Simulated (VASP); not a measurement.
# Sn2TeAs2 (P4mm) in VASP: further runs, part 2 of 2

VASP 6.6.1. Earlier steps stand in the parts before.

**4. Single point, PBE**

This run uses another cell than the first one, of 29.89 Å³/atom.

INCAR reads:

```
ALGO = Normal ; EDIFF = 1E-6
ENCUT = 520 ; GGA = PE
ISIF = 2 ; ISMEAR = 0
LASPH = T ; LCHARG = F
LREAL = F ; LWAVE = F
NBANDS = 30 ; NELM = 80
PREC = Accurate ; SIGMA = 0.1
```

KPOINTS reads:

```
k-points
0
Gamma
  10 10 4
```

POSCAR reads:

```
Sn2TeAs2
1.0
    3.7299695849      0.0000000000      0.0000000000
    0.0000000000      3.7299695849      0.0000000000
    0.0000000000      0.0000000000     10.7410344438
Sn Te As
2 1 2
Direct
    0.5000000000      0.5000000000      0.4011681113
    0.0000000000      0.0000000000      0.9050232499
    0.0000000000      0.0000000000      0.2531417798
    0.0000000000      0.0000000000      0.6471939428
    0.5000000000      0.5000000000      0.7364817062
```

Potentials or basis: VASP PAW PBE potentials, release 64 (Sn_d, Te, As).

Launch:

```console
> cat potpaw_PBE.64/Sn_d/POTCAR potpaw_PBE.64/Te/POTCAR potpaw_PBE.64/As/POTCAR > POTCAR
> mpirun -np 1 vasp_std > vasp.out
```

OUTCAR:

```text
EDIFF = 1E-6
   ENCUT = 520
   GGA = PE
   ISIF = 2
   ISMEAR = 0
   LASPH = T
   LREAL = F
   NELM = 80
   PREC = Accurate

 ion  position               nearest neighbor table
   1  0.500  0.500  0.401-   3 3.08   3 3.08   3 3.08   3 3.08
   2  0.000  0.000  0.905-   4 2.77   5 3.20   5 3.20   5 3.20   5 3.20
   3  0.000  0.000  0.253-   1 3.08   1 3.08   1 3.08   1 3.08
   4  0.000  0.000  0.647-   2 2.77   5 2.81   5 2.81   5 2.81   5 2.81
   5  0.500  0.500  0.736-   4 2.81   4 2.81   4 2.81   4 2.81   2 3.20   2 3.20   2 3.20   2 3.20

  LATTYP: Found a simple tetragonal cell.
 ALAT       =     3.7299695849
 C/A-ratio  =     2.8796573804

  Lattice vectors:

 A1 = (   3.7299695849,   0.0000000000,   0.0000000000)
 A2 = (   0.0000000000,   3.7299695849,   0.0000000000)
 A3 = (   0.0000000000,   0.0000000000,  10.7410344438)

Analysis of symmetry for initial positions (statically):
=====================================================================
 Subroutine PRICEL returns:
 Original cell was already a primitive cell.
[... 176 lines left out ...]

 E-fermi :   5.1873     XC(G=0):  -9.1879

 val. band max:        5.1319746393   @ k =   0.2000   0.1000   0.5000
 cond. band min:       5.2007472046   @ k =   0.5000   0.3000   0.2500
 fundamental gap:      0.0687725652
 Fermi energy:         5.1872524201

 k-point     1 :       0.0000    0.0000    0.0000
  band No.  band energies     occupation
      1     -16.4712      2.00000
      2     -16.4426      2.00000
      3     -16.4236      2.00000
      4     -16.4236      2.00000
      5     -16.4125      2.00000
      6     -16.3024      2.00000
[... 781 lines left out ...]
     29       9.5928      0.00000
     30       9.7875      0.00000

 [... further k-points ...]

------------------------ aborting loop because EDIFF is reached ----------------------------------------

  FORCE on cell =-STRESS in cart. coord.  units (eV):
  Direction    XX          YY          ZZ          XY          YZ          ZX
  --------------------------------------------------------------------------------------
  -------------------------------------------------------------------------------------
  Total        0.0173572      0.0173572      0.0302496      0.0000000      0.0000000      0.0000000
  in kB        0.1860944      0.1860944      0.3243199      0.0000000      0.0000000      0.0000000
  external PRESSURE =       0.2321696 kB  Pullay stress =       0.0000000 kB

 VOLUME and BASIS-vectors are now :
 -----------------------------------------------------------------------------
  energy-cutoff  :      520.00
  volume of cell :      149.44
      direct lattice vectors                 reciprocal lattice vectors
     3.729969585  0.000000000  0.000000000     0.268098701  0.000000000  0.000000000
     0.000000000  3.729969585  0.000000000     0.000000000  0.268098701  0.000000000
     0.000000000  0.000000000 10.741034444     0.000000000  0.000000000  0.093100902

 POSITION                                       TOTAL-FORCE (eV/Angst)
 -----------------------------------------------------------------------------------
      1.86498      1.86498      4.30896        -0.000000      0.000000      0.007782
      0.00000      0.00000      9.72089        -0.000000      0.000000      0.016607
      0.00000      0.00000      2.71900         0.000000      0.000000     -0.009151
      0.00000      0.00000      6.95153         0.000000      0.000000     -0.020093
      1.86498      1.86498      7.91058         0.000000     -0.000000      0.004856
 -----------------------------------------------------------------------------------
    total drift:                                0.000000      0.000000     -0.000655

  FREE ENERGIE OF THE ION-ELECTRON SYSTEM (eV)
  ---------------------------------------------------
  free  energy   TOTEN  =       -19.5135794536 eV

  energy  without entropy=      -19.5050549218  energy(sigma->0) =      -19.50931719
```

stdout:

```text
POSCAR found type information on POSCAR SnTeAs
 POSCAR found :  3 types and       5 ions
 scaLAPACK will be used
 LDA part: xc-table for (Slater+PW92), standard interpolation
 POSCAR, INCAR and KPOINTS ok, starting setup
 FFT: planning ... GRIDC
 FFT: planning ... GRID_SOFT
 FFT: planning ... GRID
 WAVECAR not read
 entering main loop
```

Wall time 2.3 min (1 thread of Intel Xeon Platinum 8488C (Sapphire Rapids), shared host); peak memory 0.43 GiB.

Results:

```
Free energy            : -19.5136 eV
Pressure               : 0.0 GPa
Largest force          : 0.020 eV/Å
Band gap on the k mesh : zero (bands 22 and 23 overlap by 1.92 eV)
```

Forces in eV/Å, atoms in the order of the input:
```
Sn   0.000  0.000  0.008
Sn   0.000  0.000  0.017
Te   0.000  0.000 -0.009
As   0.000  0.000 -0.020
As   0.000  0.000  0.005
```

Caveat: spin-orbit coupling is left out, which moves the levels of the heavy elements.

**5. Relaxation of cell and atoms, PBE**

This run uses another cell than the first one, of 30.40 Å³/atom.

INCAR reads:

```
  PREC = Accurate
  ENCUT = 600
  EDIFF = 1E-6
  ISMEAR = 0
  SIGMA = 0.1
  LREAL = False
  LASPH = True
  NELM = 60
  ALGO = Normal
  ISIF = 3
  LWAVE = False
  LCHARG = False
  GGA = PE
  IBRION = 2
  NSW = 100
  EDIFFG = -0.01
```

KPOINTS reads:

```
Automatic mesh
0
Gamma
  10 10 4
```

POSCAR reads:

```
Sn2TeAs2
1.0
    4.1442280014      0.0000000000      0.0000000000
    0.0000000000      4.1442280014      0.0000000000
    0.0000000000      0.0000000000      8.8489451959
Sn Te As
2 1 2
Direct
    0.5000000000      0.5000000000      0.3766812655
    0.0000000000      0.0000000000      0.9426334247
    0.0000000000      0.0000000000      0.2944103066
    0.0000000000      0.0000000000      0.6401644288
    0.5000000000      0.5000000000      0.6891193644
```

Launch:

```console
> cat potpaw_PBE.64/Sn_d/POTCAR potpaw_PBE.64/Te/POTCAR potpaw_PBE.64/As/POTCAR > POTCAR
> mpirun -np 1 vasp_std > vasp.out
```

Wall time 63 min (1 thread of Intel Xeon Platinum 8488C (Sapphire Rapids), shared host); peak memory 0.56 GiB.

Results (log left out):

```
Free energy                           : -19.4782 eV
Relaxed volume                        : 32.15 Å³/atom
Relaxed cell                          : a = 3.830 Å, b = 3.830 Å, c = 10.956 Å, α = 90.00°, β = 90.00°, γ = 90.00°
Space group after relaxing (to 0.1 Å) : P4mm (No. 99)
Energy gained by relaxing             : 122.7 meV/atom
Ionic steps                           : 43
Pressure after relaxing               : 0.0 GPa
Largest force after relaxing          : 0.009 eV/Å
Band gap on the k mesh                : zero (bands 22 and 23 overlap by 1.45 eV)
```

Forces in eV/Å, atoms in the order of the input:
```
Sn   0.000  0.000  0.002
Sn   0.000  0.000  0.005
Te   0.000  0.000 -0.009
As   0.000  0.000 -0.004
As   0.000  0.000  0.006
```

Step by step:
```tsv
step	energy change (eV)	largest force (eV/Å)	pressure (GPa)	volume (Å³)
1	0.0000	0.3634	0.28	151.98
3	-0.1916	0.9551	-1.38	155.48
5	-0.3684	0.7829	0.56	148.83
7	-0.5161	0.4209	-0.29	150.57
9	-0.5396	0.2716	0.65	148.69
11	-0.5646	0.2046	0.09	152.75
13	-0.5691	0.2162	-0.03	153.53
15	-0.5776	0.2097	-0.18	154.76
17	-0.5943	0.1308	0.33	154.54
19	-0.5981	0.2372	0.39	155.32
21	-0.6061	0.2151	-0.01	158.60
23	-0.6100	0.0800	0.02	159.43
25	-0.6102	0.0587	0.09	159.23
27	-0.6107	0.0326	0.00	159.77
29	-0.6114	0.0597	-0.13	160.54
31	-0.6120	0.0580	-0.05	160.39
33	-0.6128	0.0383	0.05	160.30
35	-0.6130	0.0452	0.03	160.53
37	-0.6133	0.0256	-0.05	160.81
39	-0.6135	0.0076	-0.06	160.93
41	-0.6135	0.0265	0.02	160.67
43	-0.6136	0.0086	-0.02	160.73
```

Final structure:
```cif
data_structure
_symmetry_space_group_name_H-M 'P 1'
_symmetry_Int_Tables_number 1
_cell_length_a 3.8302
_cell_length_b 3.8302
_cell_length_c 10.9563
_cell_angle_alpha 90.000
_cell_angle_beta 90.000
_cell_angle_gamma 90.000
_cell_volume 160.73
loop_
_atom_site_label
_atom_site_type_symbol
_atom_site_fract_x
_atom_site_fract_y
_atom_site_fract_z
_atom_site_occupancy
Sn1 Sn 0.50000 0.50000 0.40043 1
Sn2 Sn 0.00000 0.00000 0.92666 1
Te1 Te 0.00000 0.00000 0.28602 1
As1 As 0.00000 0.00000 0.67740 1
As2 As 0.50000 0.50000 0.65250 1
```

Levels at points of the mesh, in eV from the Fermi level:
```
           k point  band 18  band 19  band 20  band 21  band 22  band 23  band 24  band 25  band 26
(0.00, 0.00, 0.00)    -3.00    -1.82    -1.82    -0.93    -0.18     2.51     3.08     3.08     3.17
(0.50, 0.00, 0.00)    -2.06    -1.35    -0.52    -0.43    -0.30     0.11     0.63     0.86     2.44
(0.50, 0.50, 0.00)    -4.88    -4.88    -1.77    -1.54    -0.99    -0.46    -0.46     1.67     1.67
(0.00, 0.00, 0.50)    -2.83    -1.83    -1.83    -1.66    -0.02     2.34     3.18     3.18     3.56
(0.50, 0.00, 0.50)    -1.66    -1.36    -0.52    -0.42    -0.32     0.49     0.53     0.96     1.80
(0.50, 0.50, 0.50)    -4.88    -4.88    -2.02    -1.77    -0.37    -0.37    -0.33     1.40     1.40
```

Caveat: a cell axis changed by over 15 % at a fixed basis, so the end point is rough; spin-orbit coupling is left out, which moves the levels of the heavy elements.

**6. The runs side by side**

```tsv
task	cell	k mesh	cutoff (eV)	gap on the mesh (eV)	pressure (GPa)	largest force (eV/Å)
single point	a = 4.044, b = 4.044, c = 8.234 Å, 5 atoms, atomic positions A	4 × 4 × 2	520	none	33.2	41.16
single point	a = 4.144, b = 4.144, c = 8.849 Å, 5 atoms, atomic positions B	4 × 4 × 2	520	none	0.0	0.02
single point	a = 3.730, b = 3.730, c = 10.741 Å, 5 atoms, atomic positions C	10 × 10 × 4	520	none	0.0	0.02
relaxation of cell and atoms	relaxed from a = 4.144, b = 4.144, c = 8.849 Å, 5 atoms, atomic positions B	10 × 10 × 4	600	none	0.0	0.01
```

Alike in all rows: level PBE; potentials or basis VASP PAW PBE potentials, release 64 (Sn_d, Te, As); no spin polarisation; smearing gaussian 0.1 eV.

Caveats: some runs use coarse meshes; spin-orbit coupling is left out, which moves the levels of the heavy elements; atoms lie so close that the PAW spheres overlap strongly, which falsifies energies and pressures (at least some runs); forces of over 1 eV/Å act on the atoms, so gaps and moduli don't describe the material at rest (at least some runs); a cell axis changed by over 15 % at a fixed basis, so the end point is rough (at least some runs).

Total energies depend on the potentials used, so only differences within one code and one set of settings carry meaning.

The gap in the log of VASP goes by the Fermi energy; the results here count the filled bands.